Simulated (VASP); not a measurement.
# CsH (I4/mmm) in VASP: notebook, part 3 of 3

VASP 6.6.1.

## 4. Single point, LDA (strain +0.000 along x and y, -0.040 along z)

The input, INCAR:

```
ALGO = Normal
EDIFF = 1E-6
ENCUT = 520
ISIF = 2
ISMEAR = 0
LASPH = True
LCHARG = True
LELF = True
LREAL = False
LVHAR = True
LWAVE = False
NBANDS = 12
NELM = 100
PREC = Accurate
SIGMA = 0.05
```

The input, KPOINTS:

```
k-points
0
Gamma
  8 8 8
```

The input, POSCAR:

```
CsH
1.0
    0.0000000000      3.1880000000      3.0604800000
    3.1880000000      0.0000000000      3.0604800000
    3.1880000000      3.1880000000      0.0000000000
Cs H
1 1
Direct
    0.0000000000      0.0000000000      0.0000000000
    0.5000000000      0.5000000000      0.5000000000
```

Potentials or basis: VASP PAW LDA potentials, release 64 (Cs_sv, H).

Launch:

```console
$ cat potpaw_LDA.64/Cs_sv/POTCAR potpaw_LDA.64/H/POTCAR > POTCAR
$ mpirun -np 1 vasp_std > vasp.out
```

OUTCAR:

```text
EDIFF = 1E-6
   ENCUT = 520
   ISIF = 2
   ISMEAR = 0
   LASPH = True
   LREAL = False
   NELM = 100
   PREC = Accurate

 ion  position               nearest neighbor table
   1  0.000  0.000  0.000-
   2  0.500  0.500  0.500-

  LATTYP: Found a body centered tetragonal cell.
 ALAT       =     4.5085128368
 C/A-ratio  =     1.3576450199

  Lattice vectors:

 A1 = (   0.0000000000,  -3.1880000000,  -3.0604800000)
 A2 = (   0.0000000000,   3.1880000000,  -3.0604800000)
 A3 = (   3.1880000000,   0.0000000000,   3.0604800000)

Analysis of symmetry for initial positions (statically):
=====================================================================
 Subroutine PRICEL returns:
 Original cell was already a primitive cell.

 Routine SETGRP: Setting up the symmetry group for a
 body centered tetragonal supercell.

 Subroutine GETGRP returns: Found 16 space group operations
 (whereof 16 operations were pure point group operations)
 out of a pool of 16 trial point group operations.

The static configuration has the point symmetry D_4h.

Analysis of symmetry for dynamics (positions and initial velocities):
=====================================================================
 Subroutine PRICEL returns:
 Original cell was already a primitive cell.

 Routine SETGRP: Setting up the symmetry group for a
 body centered tetragonal supercell.

 Subroutine GETGRP returns: Found 16 space group operations
 (whereof 16 operations were pure point group operations)
 out of a pool of 16 trial point group operations.

The dynamic configuration has the point symmetry D_4h.

 Subroutine INISYM returns: Found 16 space group operations
 (whereof 16 operations are pure point group operations),
 and found     1 'primitive' translations

----------------------------------------------------------------------------------------

                                     Primitive cell

  volume of cell :      62.2094

  direct lattice vectors                    reciprocal lattice vectors
     0.000000000  3.188000000  3.060480000    -0.156838143  0.156838143  0.163373066
     3.188000000  0.000000000  3.060480000     0.156838143 -0.156838143  0.163373066
     3.188000000  3.188000000  0.000000000     0.156838143  0.156838143 -0.163373066

  length of vectors
     4.419262589  4.419262589  4.508512837     0.275476251  0.275476251  0.275476251

  position of ions in fractional coordinates (direct lattice)
     0.000000000  0.000000000  0.000000000
     0.500000000  0.500000000  0.500000000

  ion indices of the primitive-cell ions
   primitive index   ion index
                 1           1
                 2           2

----------------------------------------------------------------------------------------

 KPOINTS: k-points

Automatic generation of k-mesh.
 Grid dimensions read from file:
 generate k-points for:    8    8    8

 Generating k-lattice:

  Cartesian coordinates                     Fractional coordinates (reciprocal lattice)
    -0.019604768  0.019604768  0.020421633     0.125000000  0.000000000  0.000000000
     0.019604768 -0.019604768  0.020421633     0.000000000  0.125000000  0.000000000
     0.019604768  0.019604768 -0.020421633     0.000000000  0.000000000  0.125000000

  Length of vectors
     0.034434531  0.034434531  0.034434531

  Shift w.r.t. Gamma in fractional coordinates (k-lattice)
     0.000000000  0.000000000  0.000000000

 Subroutine IBZKPT returns following result:
 ===========================================

 Found     59 irreducible k-points:

 Following reciprocal coordinates:
            Coordinates               Weight
  0.000000  0.000000  0.000000      1.000000
  0.125000  0.000000  0.000000      8.000000
  0.250000  0.000000  0.000000      8.000000
  0.375000  0.000000  0.000000      8.000000
  0.500000  0.000000  0.000000      4.000000
  0.125000  0.125000  0.000000      2.000000
[... 16 lines left out ...]
  0.250000  0.000000  0.125000     16.000000
  0.375000  0.000000  0.125000     16.000000
 [... further k-points ...]
   k-points           NKPTS =     59   k-points in BZ     NKDIM =     59   number of bands    NBANDS=     12
   number of dos      NEDOS =    301   number of ions     NIONS =      2
   total plane-waves  NPLWV =  46656
   dimension x,y,z NGX =    36 NGY =   36 NGZ =   36
   dimension x,y,z NGXF=    72 NGYF=   72 NGZF=   72
   ions per type =               1   1
   NGX,Y,Z   is equivalent  to a cutoff of  13.54, 13.54, 13.27 a.u.
   NGXF,Y,Z  is equivalent  to a cutoff of  27.09, 27.09, 26.55 a.u.
 SYSTEM =  unknown system
   PREC   = accura    normal or accurate (medium, high low for compatibility)
   ISTART =      0    job   : 0-new  1-cont  2-samecut
   ICHARG =      2    charge: 1-file 2-atom 10-const
   ISPIN  =      1    spin polarized calculation?
   LNONCOLLINEAR =      F non collinear calculations
   LSORBIT =      F    spin-orbit coupling
   LASPH  =      T    aspherical Exc in radial PAW
   ENCUT  =  520.0 eV  38.22 Ry    6.18 a.u.   8.22  8.22  8.38*2*pi/ulx,y,z
   NELM   =    100;   NELMIN=  2; NELMDL= -5     # of ELM steps
   EDIFF  = 0.1E-05   stopping-criterion for ELM
   LREAL  =      F    real-space projection
   EDIFFG = 0.1E-04   stopping-criterion for IOM
   NSW    =      0    number of steps for IOM
   IBRION =     -1    ionic relax: 0-MD 1-quasi-New 2-CG
   NFREE  =      0    steps in history (QN), initial steepest desc. (CG)
   ISIF   =      2    stress and relaxation
   ISYM   =      2    0-nonsym 1-usesym 2-fastsym
   POTIM  = 0.5000    time-step for ionic-motion
   TEBEG  =    0.0;   TEEND  =   0.0 temperature during run
   PSTRESS=    0.0 pullay stress
   NELECT =      10.0000    total number of electrons
   NUPDOWN=      -1.0000    fix difference up-down
   EMIN   =  10.00;   EMAX   =-10.00  energy-range for DOS
   EFERMI =   0.00;   METHOD = LEGACY
   ISMEAR =     0;   SIGMA  =   0.05  broadening in eV -4-tet -1-fermi 0-gaus
   EFERMI_NEDOS =   21; number of points for ismear=-14 and -15
   IALGO  =     38    algorithm
   IMIX   =      4    mixing-type and parameters
     AMIX     =   0.40;   BMIX     =  1.00
     AMIX_MAG =   1.60;   BMIX_MAG =  1.00
  volume/ion in A,a.u.               =      31.10       209.90
  Fermi-wavevector in a.u.,A,eV,Ry     =   0.890135  1.682112 10.780456  0.792341
  Thomas-Fermi vector in A             =   2.011787
   LORBIT       =      0    0 simple, 1 ext, 2 COOP (PROOUT), +10 PAW based schemes
   GGA     = CA    functional components
   LHFCALC =     F    Hartree Fock is set to
   AEXX    =    0.0000 exact exchange contribution
   IVDW    =     0    specifies the selected vdW correction
   LEPSILON=     F    determine dielectric tensor
   LRPA    =     F    only Hartree local field effects (RPA)
 non-spin polarized calculation
 Gauss-broadening in eV      SIGMA  =   0.05
  energy-cutoff  :      520.00
  volume of cell :       62.21
 maximum number of plane-waves:      1703
 NGX is ok and might be reduce to    36
   NGX = 17   NGY = 17   NGZ = 17

 number of electron      10.0000000 magnetization

 Free energy of the ion-electron system (eV)
  ---------------------------------------------------
  ext. energy  EPLUGINS =         0.00000000
  ---------------------------------------------------
  free energy    TOTEN  =        -4.90360222 eV

  energy without entropy =       -4.90360222  energy(sigma->0) =       -4.90360222

 E-fermi :   0.4972     XC(G=0):  -7.6760

 val. band max:        0.2481881515   @ k =   0.5000   0.0000   0.0000
 cond. band min:       2.1173724772   @ k =   0.5000   0.0000   0.0000
 fundamental gap:      1.8691843257
 Fermi energy:         0.4971727306

 k-point     1 :       0.0000    0.0000    0.0000
  band No.  band energies     occupation
      1     -21.2322      2.00000
      2      -7.6471      2.00000
      3      -7.6471      2.00000
      4      -7.6105      2.00000
      5      -1.7222      2.00000
      6       5.1516      0.00000
      7       5.1516      0.00000
      8       5.3566      0.00000
      9       5.9168      0.00000
     10       6.8630      0.00000
     11       7.4859      0.00000
     12       8.7937      0.00000
[... 331 lines left out ...]
 k-point    24 :       0.3750    0.0000    0.1250
  band No.  band energies     occupation
      1     -21.1549      2.00000
      2      -8.3741      2.00000
      3      -7.7953      2.00000
      4      -7.7452      2.00000
      5      -0.4071      2.00000
      6       3.0428      0.00000
      7       4.5243      0.00000
      8       5.4110      0.00000
      9       6.5885      0.00000
     10       7.4328      0.00000
     11       8.1243      0.00000
     12      11.2197      0.00000

 [... further k-points ...]
[... 5 lines left out ...]
  --------------------------------------------------------------------------------------
  -------------------------------------------------------------------------------------
  Total       -0.4636335     -0.4636335     -0.0830083      0.0000000      0.0000000     -0.0000000
  in kB      -11.9406854    -11.9406854     -2.1378440      0.0000000      0.0000000     -0.0000000
  external PRESSURE =      -8.6730716 kB  Pullay stress =       0.0000000 kB

 VOLUME and BASIS-vectors are now :
 -----------------------------------------------------------------------------
  energy-cutoff  :      520.00
  volume of cell :       62.21
      direct lattice vectors                 reciprocal lattice vectors
     0.000000000  3.188000000  3.060480000    -0.156838143  0.156838143  0.163373066
     3.188000000  0.000000000  3.060480000     0.156838143 -0.156838143  0.163373066
     3.188000000  3.188000000  0.000000000     0.156838143  0.156838143 -0.163373066

 POSITION                                       TOTAL-FORCE (eV/Angst)
 -----------------------------------------------------------------------------------
      0.00000      0.00000      0.00000         0.000000      0.000000     -0.000000
      3.18800      3.18800      3.06048         0.000000      0.000000      0.000000
 -----------------------------------------------------------------------------------
    total drift:                               -0.000000      0.000000      0.000000

  FREE ENERGIE OF THE ION-ELECTRON SYSTEM (eV)
  ---------------------------------------------------
  free  energy   TOTEN  =        -4.9036022229 eV

  energy  without entropy=       -4.9036022229  energy(sigma->0) =       -4.90360222
```

OSZICAR:

```text
N       E                     dE             d eps       ncg     rms          rms(c)
DAV:   1     0.412455446975E+02    0.41246E+02   -0.41015E+03  1416   0.688E+02
DAV:   2    -0.248964016406E+01   -0.43735E+02   -0.41640E+02  1816   0.111E+02
DAV:   3    -0.568117509986E+01   -0.31915E+01   -0.31860E+01  1772   0.323E+01
DAV:   4    -0.570578973302E+01   -0.24615E-01   -0.24613E-01  1640   0.329E+00
DAV:   5    -0.570589361432E+01   -0.10388E-03   -0.10388E-03  1804   0.218E-01    0.355E+00
DAV:   6    -0.504269810777E+01    0.66320E+00   -0.52184E-01  1648   0.278E+00    0.148E+00
DAV:   7    -0.489754659122E+01    0.14515E+00   -0.52363E-01  1624   0.244E+00    0.582E-01
DAV:   8    -0.490914948822E+01   -0.11603E-01   -0.54904E-02  1552   0.980E-01    0.301E-01
DAV:   9    -0.490349179200E+01    0.56577E-02   -0.10528E-02  1652   0.423E-01    0.302E-02
DAV:  10    -0.490362187586E+01   -0.13008E-03   -0.15321E-03  1556   0.147E-01    0.335E-02
DAV:  11    -0.490360642844E+01    0.15447E-04   -0.14027E-04  1648   0.438E-02    0.122E-02
DAV:  12    -0.490360213014E+01    0.42983E-05   -0.19197E-05  1644   0.188E-02    0.111E-03
DAV:  13    -0.490360222295E+01   -0.92808E-07   -0.15087E-06  1500   0.508E-03
   1 F= -.49036022E+01 E0= -.49036022E+01  d E =-.374837E-14
```

stdout:

```text
POSCAR found type information on POSCAR CsH
 POSCAR found :  2 types and       2 ions
 scaLAPACK will be used
 LDA part: xc-table for (Slater(with rela. corr.)+CA(PZ))
 , standard interpolation
 POSCAR, INCAR and KPOINTS ok, starting setup
 FFT: planning ... GRIDC
 FFT: planning ... GRID_SOFT
 FFT: planning ... GRID
 WAVECAR not read
 entering main loop
```

Wall time 38 s (1 thread of Intel Xeon 6975P-C, shared host); peak memory 0.19 GiB.

What came out:

| Item | Value |
| --- | --- |
| Free energy | -4.9036 eV |
| Pressure | -0.9 GPa |
| Band gap on the k mesh | 1.87 eV, direct |

Stress tensor (GPa, compression positive):
```
-1.19  0.00  0.00
 0.00 -1.19  0.00
 0.00  0.00 -0.21
```

Caveat: the cell differs from its parent crystal (strain +0.000 along x and y, -0.040 along z); spin-orbit coupling is left out, which moves the levels of the heavy elements. A k mesh can miss the band edges.

## 5. Single point, LDA (strain -0.040 along x and y, +0.080 along z)

The input, INCAR:

```
SYSTEM = CsH
  ALGO = Normal
  EDIFF = 1E-7
  ENCUT = 520
  ISIF = 2
  ISMEAR = 0
  LASPH = .TRUE.
  LCHARG = .FALSE.
  LREAL = .FALSE.
  LWAVE = .FALSE.
  NBANDS = 12
  NELM = 80
  PREC = Accurate
  SIGMA = 0.05
```

The input, KPOINTS:

```
k-points
0
G
  8 8 8
  0 0 0
```

The input, POSCAR:

```
CsH
1.0
    0.0000000000      3.0604800000      3.4430400000
    3.0604800000      0.0000000000      3.4430400000
    3.0604800000      3.0604800000      0.0000000000
Cs H
1 1
Direct
    0.0000000000      0.0000000000      0.0000000000
    0.5000000000      0.5000000000      0.5000000000
```

Launch:

```console
$ cat potpaw_LDA.64/Cs_sv/POTCAR potpaw_LDA.64/H/POTCAR > POTCAR
$ mpirun -np 1 vasp_std > vasp.out
```

Wall time 37 s (1 thread of Intel Xeon 6975P-C, shared host); peak memory 0.19 GiB.

It converged, with:

```yaml
Free_energy: -4.8634 eV
Pressure: -0.9 GPa
Band_gap_on_the_k_mesh: 1.87 eV, direct
```

Stress tensor (GPa, compression positive):
```
-0.28  0.00  0.00
 0.00 -0.28  0.00
 0.00  0.00 -2.10
```

Levels at points of the mesh, in eV from the valence-band top:
| k point | band 1 | band 2 | band 3 | band 4 | band 5 | band 6 | band 7 | band 8 | band 9 | band 10 |
| --- | --- | --- | --- | --- | --- | --- | --- | --- | --- | --- |
| (0.00, 0.00, 0.00) | -21.49 | -8.03 | -7.89 | -7.89 | -1.93 | 4.57 | 4.78 | 5.19 | 5.19 | 7.06 |
| (0.50, 0.00, 0.00) | -21.41 | -8.84 | -8.15 | -7.93 | 0.00 | 1.87 | 4.14 | 4.92 | 6.85 | 7.89 |
| (0.50, 0.50, 0.00) | -21.41 | -8.75 | -8.09 | -8.09 | -1.31 | 3.01 | 4.62 | 7.98 | 8.42 | 8.51 |
| (0.50, 0.00, 0.50) | -21.37 | -8.67 | -8.33 | -8.25 | -1.31 | 2.74 | 5.62 | 7.05 | 7.34 | 8.00 |

Caveat: the cell differs from its parent crystal (strain -0.040 along x and y, +0.080 along z); spin-orbit coupling is left out, which moves the levels of the heavy elements.

## 6. Single point, LDA (strain +0.040 along x and y, -0.080 along z)

The input, INCAR:

```
SYSTEM = CsH
  PREC = Accurate
  ENCUT = 520
  EDIFF = 1E-7
  ISMEAR = 0
  SIGMA = 0.05
  LREAL = .False.
  LASPH = .True.
  NELM = 100
  ALGO = Normal
  ISIF = 2
  LWAVE = .False.
  LCHARG = .True.
  LELF = .True.
  LVHAR = .True.
  NBANDS = 12
```

The input, KPOINTS:

```
Automatic mesh
0
Gamma
  8 8 8
  0 0 0
```

The input, POSCAR:

```
CsH
1.0
    0.0000000000      3.3155200000      2.9329600000
    3.3155200000      0.0000000000      2.9329600000
    3.3155200000      3.3155200000      0.0000000000
Cs H
1 1
Direct
    0.0000000000      0.0000000000      0.0000000000
    0.5000000000      0.5000000000      0.5000000000
```

Potentials or basis: VASP PAW LDA potentials, release 64 (Cs_sv, H).

Launch:

```console
$ cat potpaw_LDA.64/Cs_sv/POTCAR potpaw_LDA.64/H/POTCAR > POTCAR
$ mpirun -np 1 vasp_std > vasp.out
```

Run time: 45 s. Hardware: 1 thread of Intel Xeon 6975P-C, shared host; peak memory 0.2 GiB.

It converged, with:

```
Free energy            : -4.8494 eV
Pressure               : -0.8 GPa
Band gap on the k mesh : 1.85 eV, direct
```

Stress tensor (GPa, compression positive):
```
-1.79  0.00  0.00
 0.00 -1.79  0.00
 0.00  0.00  1.16
```

Levels at points of the mesh, in eV from the valence-band top:
| k point | band 1 | band 2 | band 3 | band 4 | band 5 | band 6 | band 7 | band 8 | band 9 | band 10 |
| --- | --- | --- | --- | --- | --- | --- | --- | --- | --- | --- |
| (0.00, 0.00, 0.00) | -21.51 | -7.99 | -7.99 | -7.89 | -1.95 | 4.78 | 4.78 | 4.99 | 5.35 | 6.05 |
| (0.50, 0.00, 0.00) | -21.43 | -8.85 | -8.15 | -7.97 | 0.00 | 1.85 | 4.05 | 5.00 | 6.84 | 7.69 |
| (0.50, 0.50, 0.00) | -21.38 | -8.63 | -8.37 | -8.37 | -1.33 | 2.54 | 6.01 | 7.59 | 7.59 | 7.73 |
| (0.50, 0.00, 0.50) | -21.41 | -8.76 | -8.20 | -8.15 | -1.33 | 2.95 | 4.90 | 7.03 | 7.71 | 8.10 |

Caveat: the cell differs from its parent crystal (strain +0.040 along x and y, -0.080 along z); spin-orbit coupling is left out, which moves the levels of the heavy elements. A k mesh can miss the band edges.

## 7. Summary

```csv
cell,gap on the mesh (eV),pressure (GPa)
"a = 4.523, b = 4.523, c = 4.148 Å, angles 62.7, 62.7, 54.6°, 2 atoms",1.66,0.3
"a = 4.332, b = 4.332, c = 4.509 Å, angles 58.6, 58.6, 62.7°, 2 atoms",1.77,-0.3
"a = 4.419, b = 4.419, c = 4.509 Å, angles 59.3, 59.3, 61.3°, 2 atoms",1.87,-0.9
"a = 4.607, b = 4.607, c = 4.328 Å, angles 62.0, 62.0, 56.0°, 2 atoms",1.87,-0.9
"a = 4.427, b = 4.427, c = 4.689 Å, angles 58.0, 58.0, 64.0°, 2 atoms",1.85,-0.8
```

Alike in all rows: task single point; level LDA; potentials or basis VASP PAW LDA potentials, release 64 (Cs_sv, H); no spin polarisation; k mesh 8 × 8 × 8; cutoff (eV) 520; smearing gaussian 0.05 eV.

Caveats: spin-orbit coupling is left out, which moves the levels of the heavy elements.

Absolute energies hang on the potentials; compare differences alone.
